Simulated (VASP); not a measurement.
# AlRu (CsCl type) (Pm-3m) in VASP: further runs

The runs below take AlRu (CsCl type) through density of states, with PBE.

Everything below comes from runs of VASP 6.6.1. Logs are shortened: lines on timing, memory, paths and dates and some standing lists are left out, and cuts for length are marked.

## 1. The cell of the first run

Symmetry: Pm-3m, No. 221, cubic system. The conventional cell has a = 2.462 Å, b = 2.462 Å, c = 2.462 Å, α = 90.00°, β = 90.00°, γ = 90.00°. Ru (site symmetry m-3m) has 8 Al at 2.13 Å and 6 Ru at 2.46 Å within 2.8 Å. Al (site symmetry m-3m) has 8 Ru at 2.13 Å and 6 Al at 2.46 Å within 2.8 Å.

## 2. Density of states, PBE (volume scaled by 0.55)

Contents of POSCAR:

```
AlRu
1.0
    2.4616467969      0.0000000000      0.0000000000
    0.0000000000      2.4616467969      0.0000000000
    0.0000000000      0.0000000000      2.4616467969
Ru Al
1 1
Direct
    0.0000000000      0.0000000000      0.0000000000
    0.5000000000      0.5000000000      0.5000000000
```

Contents of INCAR.step1:

```
ALGO     = Normal         # electronic algorithm
EDIFF    = 1E-7           # SCF threshold, eV
ENCUT    = 520            # plane-wave cutoff, eV
GGA      = PE             # functional
ISIF     = 2              # what is computed and relaxed
ISMEAR   = -1             # smearing method
LASPH    = T              # aspherical terms in the spheres
LCHARG   = T              # write CHGCAR
LMAXMIX  = 4              # l up to which the mixer works
LREAL    = F              # projectors in reciprocal space
LWAVE    = F              # write WAVECAR
NBANDS   = 16             # bands
NELM     = 60             # most SCF steps
PREC     = Accurate       # precision mode
SIGMA    = 0.1            # smearing width, eV
```

Contents of KPOINTS.step1:

```
k-points
0
Gamma
  13 13 13
```

Contents of INCAR.step2:

```
ALGO     = Normal         # electronic algorithm
EDIFF    = 1E-7           # SCF threshold, eV
ENCUT    = 520            # plane-wave cutoff, eV
GGA      = PE             # functional
ICHARG   = 11             # starting density
ISIF     = 2              # what is computed and relaxed
ISMEAR   = -5             # smearing method
LASPH    = T              # aspherical terms in the spheres
LCHARG   = F              # write CHGCAR
LMAXMIX  = 4              # l up to which the mixer works
LORBIT   = 10             # projections on sites
LREAL    = F              # projectors in reciprocal space
LWAVE    = F              # write WAVECAR
NBANDS   = 16             # bands
NEDOS    = 2001           # points of the DOS
NELM     = 60             # most SCF steps
PREC     = Accurate       # precision mode
SIGMA    = 0.1            # smearing width, eV
```

Contents of KPOINTS.step2:

```
k-points
0
Gamma
  20 20 20
```

Potentials or basis: VASP PAW PBE potentials, release 64 (Ru_pv, Al).

Started as:

```bash
$ cat potpaw_PBE.64/Ru_pv/POTCAR potpaw_PBE.64/Al/POTCAR > POTCAR
$ cp INCAR.step1 INCAR
$ cp KPOINTS.step1 KPOINTS
$ mpirun -np 1 vasp_std > vasp.out
$ cp INCAR.step2 INCAR
$ cp KPOINTS.step2 KPOINTS
$ mpirun -np 1 vasp_std > vasp.out
```

OUTCAR:

```text
EDIFF = 1E-7
   ENCUT = 520
   GGA = PE
   ICHARG = 11
   ISIF = 2
   ISMEAR = -5
   LASPH = T
   LORBIT = 10
   LREAL = F
   NELM = 60
   PREC = Accurate

 ion  position               nearest neighbor table
   1  0.000  0.000  0.000-   2 2.13   2 2.13   2 2.13   2 2.13   2 2.13   2 2.13   2 2.13   2 2.13

   2  0.500  0.500  0.500-   1 2.13   1 2.13   1 2.13   1 2.13   1 2.13   1 2.13   1 2.13   1 2.13

  LATTYP: Found a simple cubic cell.
 ALAT       =     2.4616467969

  Lattice vectors:

 A1 = (   2.4616467969,   0.0000000000,   0.0000000000)
 A2 = (   0.0000000000,   2.4616467969,   0.0000000000)
 A3 = (   0.0000000000,   0.0000000000,   2.4616467969)

Analysis of symmetry for initial positions (statically):
=====================================================================
 Subroutine PRICEL returns:
 Original cell was already a primitive cell.

 Routine SETGRP: Setting up the symmetry group for a
 simple cubic supercell.

 Subroutine GETGRP returns: Found 48 space group operations
 (whereof 48 operations were pure point group operations)
 out of a pool of 48 trial point group operations.

The static configuration has the point symmetry O_h .

Analysis of symmetry for dynamics (positions and initial velocities):
=====================================================================
 Subroutine PRICEL returns:
 Original cell was already a primitive cell.

 Routine SETGRP: Setting up the symmetry group for a
 simple cubic supercell.

 Subroutine GETGRP returns: Found 48 space group operations
 (whereof 48 operations were pure point group operations)
 out of a pool of 48 trial point group operations.

The dynamic configuration has the point symmetry O_h .

 Subroutine INISYM returns: Found 48 space group operations
 (whereof 48 operations are pure point group operations),
 and found     1 'primitive' translations

----------------------------------------------------------------------------------------

                                     Primitive cell

  volume of cell :      14.9169

  direct lattice vectors                    reciprocal lattice vectors
     2.461646797  0.000000000  0.000000000     0.406232121  0.000000000  0.000000000
     0.000000000  2.461646797  0.000000000     0.000000000  0.406232121  0.000000000
     0.000000000  0.000000000  2.461646797     0.000000000  0.000000000  0.406232121

  length of vectors
     2.461646797  2.461646797  2.461646797     0.406232121  0.406232121  0.406232121

  position of ions in fractional coordinates (direct lattice)
     0.000000000  0.000000000  0.000000000
     0.500000000  0.500000000  0.500000000

  ion indices of the primitive-cell ions
   primitive index   ion index
                 1           1
                 2           2

----------------------------------------------------------------------------------------

 KPOINTS: k-points

Automatic generation of k-mesh.
 Grid dimensions read from file:
 generate k-points for:   20   20   20

 Generating k-lattice:

  Cartesian coordinates                     Fractional coordinates (reciprocal lattice)
     0.020311606  0.000000000  0.000000000     0.050000000  0.000000000  0.000000000
     0.000000000  0.020311606  0.000000000     0.000000000  0.050000000  0.000000000
     0.000000000  0.000000000  0.020311606     0.000000000  0.000000000  0.050000000

  Length of vectors
     0.020311606  0.020311606  0.020311606

  Shift w.r.t. Gamma in fractional coordinates (k-lattice)
     0.000000000  0.000000000  0.000000000

 TETIRR: Found   3982 inequivalent tetrahedra from    48000

 Subroutine IBZKPT returns following result:
 ===========================================

 Found    286 irreducible k-points:

 Following reciprocal coordinates:
            Coordinates               Weight
  0.000000  0.000000  0.000000      1.000000
  0.050000  0.000000  0.000000      6.000000
  0.100000  0.000000  0.000000      6.000000
  0.150000  0.000000  0.000000      6.000000
  0.200000  0.000000  0.000000      6.000000
  0.250000  0.000000  0.000000      6.000000
[... 16 lines left out ...]
  0.150000  0.100000  0.000000     24.000000
  0.200000  0.100000  0.000000     24.000000
 [... further k-points ...]
   k-points           NKPTS =    286   k-points in BZ     NKDIM =    286   number of bands    NBANDS=     16
   number of dos      NEDOS =   2001   number of ions     NIONS =      2
   total plane-waves  NPLWV =   5832
   dimension x,y,z NGX =    18 NGY =   18 NGZ =   18
   dimension x,y,z NGXF=    36 NGYF=   36 NGZF=   36
   ions per type =               1   1
   NGX,Y,Z   is equivalent  to a cutoff of  12.16, 12.16, 12.16 a.u.
   NGXF,Y,Z  is equivalent  to a cutoff of  24.31, 24.31, 24.31 a.u.
 SYSTEM =  unknown system
   PREC   = accura    normal or accurate (medium, high low for compatibility)
   ISTART =      0    job   : 0-new  1-cont  2-samecut
   ICHARG =     11    charge: 1-file 2-atom 10-const
   ISPIN  =      1    spin polarized calculation?
   LNONCOLLINEAR =      F non collinear calculations
   LSORBIT =      F    spin-orbit coupling
   LASPH  =      T    aspherical Exc in radial PAW
   ENCUT  =  520.0 eV  38.22 Ry    6.18 a.u.   4.58  4.58  4.58*2*pi/ulx,y,z
   NELM   =     60;   NELMIN=  2; NELMDL=  0     # of ELM steps
   EDIFF  = 0.1E-06   stopping-criterion for ELM
   LREAL  =      F    real-space projection
   EDIFFG = 0.1E-05   stopping-criterion for IOM
   NSW    =      0    number of steps for IOM
   IBRION =     -1    ionic relax: 0-MD 1-quasi-New 2-CG
   NFREE  =      0    steps in history (QN), initial steepest desc. (CG)
   ISIF   =      2    stress and relaxation
   ISYM   =      2    0-nonsym 1-usesym 2-fastsym
   POTIM  = 0.5000    time-step for ionic-motion
   TEBEG  =    0.0;   TEEND  =   0.0 temperature during run
   PSTRESS=    0.0 pullay stress
   NELECT =      17.0000    total number of electrons
   NUPDOWN=      -1.0000    fix difference up-down
   EMIN   =  10.00;   EMAX   =-10.00  energy-range for DOS
   EFERMI =   0.00;   METHOD = LEGACY
   ISMEAR =    -5;   SIGMA  =   0.10  broadening in eV -4-tet -1-fermi 0-gaus
   EFERMI_NEDOS =   21; number of points for ismear=-14 and -15
   IALGO  =     38    algorithm
   IMIX   =      4    mixing-type and parameters
     AMIX     =   0.40;   BMIX     =  1.00
     AMIX_MAG =   1.60;   BMIX_MAG =  1.00
  volume/ion in A,a.u.               =       7.46        50.33
  Fermi-wavevector in a.u.,A,eV,Ry     =   1.710010  3.231451 39.785276  2.924135
  Thomas-Fermi vector in A             =   2.788388
   LORBIT       =     10    0 simple, 1 ext, 2 COOP (PROOUT), +10 PAW based schemes
   GGA     = PE    functional components
   LHFCALC =     F    Hartree Fock is set to
   AEXX    =    0.0000 exact exchange contribution
   IVDW    =     0    specifies the selected vdW correction
   LEPSILON=     F    determine dielectric tensor
   LRPA    =     F    only Hartree local field effects (RPA)
 non-spin polarized calculation
 Fermi weights with tetrahedron method with Bloechl corrections
  energy-cutoff  :      520.00
  volume of cell :       14.92
 maximum number of plane-waves:       432

 number of electron      17.0000001 magnetization

 Free energy of the ion-electron system (eV)
  ---------------------------------------------------
  ext. energy  EPLUGINS =         0.00000000
  ---------------------------------------------------
  free energy    TOTEN  =        -4.37697222 eV

  energy without entropy =       -4.37697222  energy(sigma->0) =       -4.37697222

 E-fermi :  21.7712     XC(G=0): -15.8891

 val. band max:       21.8610755958   @ k =   0.4500   0.4500   0.1000
 cond. band min:      21.7295334506   @ k =   0.3500   0.3500   0.2500
 fundamental gap:     -0.1315421453
 Fermi energy:        21.7712043224

 k-point     1 :       0.0000    0.0000    0.0000
  band No.  band energies     occupation
      1     -20.5293      2.00000
      2     -20.5293      2.00000
      3     -20.5293      2.00000
      4       8.5501      2.00000
      5      13.2079      2.00000
      6      13.2079      2.00000
[... 8 lines left out ...]
     15      36.1829      0.00000
     16      44.3659      0.00000

 k-point     2 :       0.0500    0.0000    0.0000
  band No.  band energies     occupation
      1     -20.5713      2.00000
      2     -20.5261      2.00000
      3     -20.5261      2.00000
      4       8.6369      2.00000
      5      13.2430      2.00000
      6      13.2884      2.00000
[... 8 lines left out ...]
     15      36.4837      0.00000
     16      44.4229      0.00000

 k-point     3 :       0.1000    0.0000    0.0000
  band No.  band energies     occupation
      1     -20.6920      2.00000
      2     -20.5167      2.00000
      3     -20.5167      2.00000
      4       8.8886      2.00000
      5      13.3470      2.00000
      6      13.5255      2.00000
[... 8 lines left out ...]
     15      37.1952      0.00000
     16      44.5745      0.00000

 k-point     4 :       0.1500    0.0000    0.0000
  band No.  band energies     occupation
      1     -20.8769      2.00000
      2     -20.5021      2.00000
      3     -20.5021      2.00000
      4       9.2802      2.00000
      5      13.5147      2.00000
      6      13.9032      2.00000
[... 8 lines left out ...]
     15      38.0425      0.00000
     16      44.7661      0.00000

 k-point     5 :       0.2000    0.0000    0.0000
  band No.  band energies     occupation
      1     -21.1049      2.00000
      2     -20.4836      2.00000
      3     -20.4836      2.00000
      4       9.7764      2.00000
      5      13.7370      2.00000
      6      14.3868      2.00000
[... 8 lines left out ...]
     15      38.8637      0.00000
     16      44.9085      0.00000

 k-point     6 :       0.2500    0.0000    0.0000
  band No.  band energies     occupation
      1     -21.3513      2.00000
      2     -20.4631      2.00000
      3     -20.4631      2.00000
      4      10.3389      2.00000
      5      13.9999      2.00000
      6      14.9157      2.00000
[... 8 lines left out ...]
     15      39.5552      0.00000
     16      44.9248      0.00000
[... 267 lines left out ...]
 k-point    21 :       0.5000    0.0500    0.0000
  band No.  band energies     occupation
      1     -22.1021      2.00000
      2     -20.4341      2.00000
      3     -20.3924      2.00000
      4      12.6155      2.00000
      5      15.0886      2.00000
      6      15.6950      2.00000
[... 8 lines left out ...]
     15      39.2883      0.00000
     16      43.2762      0.00000

 k-point    22 :       0.1000    0.1000    0.0000
  band No.  band energies     occupation
      1     -20.6920      2.00000
      2     -20.6639      2.00000
      3     -20.5039      2.00000
      4       9.2226      2.00000
      5      13.5682      2.00000
      6      13.7536      2.00000
[... 8 lines left out ...]
     15      37.1184      0.00000
     16      44.8020      0.00000

 k-point    23 :       0.1500    0.1000    0.0000
  band No.  band energies     occupation
      1     -20.8631      2.00000
      2     -20.6598      2.00000
      3     -20.4891      2.00000
      4       9.6072      2.00000
      5      13.7530      2.00000
      6      14.1031      2.00000
[... 8 lines left out ...]
     15      37.8262      0.00000
     16      45.0109      0.00000

 k-point    24 :       0.2000    0.1000    0.0000
  band No.  band energies     occupation
      1     -21.0884      2.00000
      2     -20.6399      2.00000
      3     -20.4703      2.00000
      4      10.0928      2.00000
      5      13.9733      2.00000
      6      14.5656      2.00000
[... 8 lines left out ...]
     15      38.8194      0.00000
     16      45.0515      0.00000

 [... further k-points ...]
[... 5 lines left out ...]
  --------------------------------------------------------------------------------------
  -------------------------------------------------------------------------------------
  Total       40.8723377     40.8723377     40.8723377      0.0000000      0.0000000      0.0000000
  in kB     4389.9830356   4389.9830356   4389.9830356      0.0000000      0.0000000      0.0000000
  external PRESSURE =    4389.9830356 kB  Pullay stress =       0.0000000 kB

 VOLUME and BASIS-vectors are now :
 -----------------------------------------------------------------------------
  energy-cutoff  :      520.00
  volume of cell :       14.92
      direct lattice vectors                 reciprocal lattice vectors
     2.461646797  0.000000000  0.000000000     0.406232121  0.000000000  0.000000000
     0.000000000  2.461646797  0.000000000     0.000000000  0.406232121  0.000000000
     0.000000000  0.000000000  2.461646797     0.000000000  0.000000000  0.406232121

 POSITION                                       TOTAL-FORCE (eV/Angst)
 -----------------------------------------------------------------------------------
      0.00000      0.00000      0.00000         0.000000      0.000000      0.000000
      1.23082      1.23082      1.23082         0.000000      0.000000      0.000000
 -----------------------------------------------------------------------------------
    total drift:                               -0.000000     -0.000000     -0.000000

  FREE ENERGIE OF THE ION-ELECTRON SYSTEM (eV)
  ---------------------------------------------------
  free  energy   TOTEN  =        -4.3769722191 eV

  energy  without entropy=       -4.3769722191  energy(sigma->0) =       -4.37697222

 total charge

# of ion       s       p       d       tot
------------------------------------------
    1        0.624   6.674   7.315  14.613
    2        0.567   0.834   0.000   1.401
--------------------------------------------------
tot          1.191   7.508   7.315  16.014
```

Wall time 30 s (1 thread of Intel Xeon 6975P-C (Granite Rapids), shared host); peak memory 0.18 GiB.

Results:

```yaml
Valence_electrons_inside_the_program's_atomic_spheres: Ru 14.61; Al 1.40
```

Levels at points of the mesh, in eV from the Fermi level:
| k point | band 5 | band 6 | band 7 | band 8 | band 9 | band 10 | band 11 | band 12 | band 13 | band 14 |
| --- | --- | --- | --- | --- | --- | --- | --- | --- | --- | --- |
| (0.00, 0.00, 0.00) | -8.56 | -8.56 | 0.19 | 0.19 | 0.19 | 9.69 | 9.69 | 9.69 | 12.30 | 14.41 |
| (0.50, 0.00, 0.00) | -6.75 | -5.79 | -3.62 | -3.62 | 0.91 | 5.52 | 5.55 | 12.30 | 13.90 | 13.90 |
| (0.50, 0.50, 0.00) | -6.51 | -3.23 | -3.23 | -1.06 | -1.06 | 3.54 | 10.71 | 12.31 | 14.18 | 15.53 |
| (0.50, 0.50, 0.50) | -9.35 | -9.35 | 3.82 | 3.82 | 6.40 | 6.65 | 6.65 | 6.65 | 12.30 | 15.78 |

Caveat: tetrahedron occupations give inexact forces and stress in metals.

## 3. Density of states, PBE (volume scaled by 0.94)

Contents of POSCAR:

```
AlRu
1.0
    2.9431617283      0.0000000000      0.0000000000
    0.0000000000      2.9431617283      0.0000000000
    0.0000000000      0.0000000000      2.9431617283
Ru Al
1 1
Direct
    0.0000000000      0.0000000000      0.0000000000
    0.5000000000      0.5000000000      0.5000000000
```

Contents of INCAR.step1:

```
ALGO = Normal
EDIFF = 1E-6
ENCUT = 520
GGA = PE
ISIF = 2
ISMEAR = -1
LASPH = True
LCHARG = True
LMAXMIX = 4
LREAL = False
LWAVE = False
NBANDS = 16
NELM = 80
PREC = Accurate
SIGMA = 0.1
```

KPOINTS.step1 is that of step 2.

Contents of INCAR.step2:

```
ALGO = Normal
EDIFF = 1E-6
ENCUT = 520
GGA = PE
ICHARG = 11
ISIF = 2
ISMEAR = -5
LASPH = True
LCHARG = False
LMAXMIX = 4
LORBIT = 10
LREAL = False
LWAVE = False
NEDOS = 2001
NELM = 80
PREC = Accurate
SIGMA = 0.1
```

KPOINTS.step2 is that of step 2.

Potentials or basis: VASP PAW PBE potentials, release 64 (Ru_pv, Al).

Started as:

```bash
$ cat potpaw_PBE.64/Ru_pv/POTCAR potpaw_PBE.64/Al/POTCAR > POTCAR
$ cp INCAR.step1 INCAR
$ cp KPOINTS.step1 KPOINTS
$ mpirun -np 1 vasp_std > vasp.out
$ cp INCAR.step2 INCAR
$ cp KPOINTS.step2 KPOINTS
$ mpirun -np 1 vasp_std > vasp.out
```

Run time: 32 s. Hardware: 1 thread of Intel Xeon 6975P-C (Granite Rapids), shared host; peak memory 0.21 GiB.

Results (log left out):

```yaml
Valence_electrons_inside_the_program's_atomic_spheres: Ru 12.88; Al 0.84
```

Levels at points of the mesh, in eV from the Fermi level:
```tsv
k point	band 5	band 6	band 7	band 8	band 9	band 10	band 11	band 12
(0.00, 0.00, 0.00)	-3.83	-3.83	0.21	0.21	0.21	6.33	6.33	6.33
(0.50, 0.00, 0.00)	-5.56	-2.97	-1.70	-1.70	0.48	2.49	7.42	11.30
(0.50, 0.50, 0.00)	-3.25	-1.39	-1.39	-1.25	-1.25	1.67	5.66	6.76
(0.50, 0.50, 0.50)	-4.91	-4.91	1.77	1.77	2.89	4.27	4.27	4.27
```

Caveat: tetrahedron occupations give inexact forces and stress in metals.
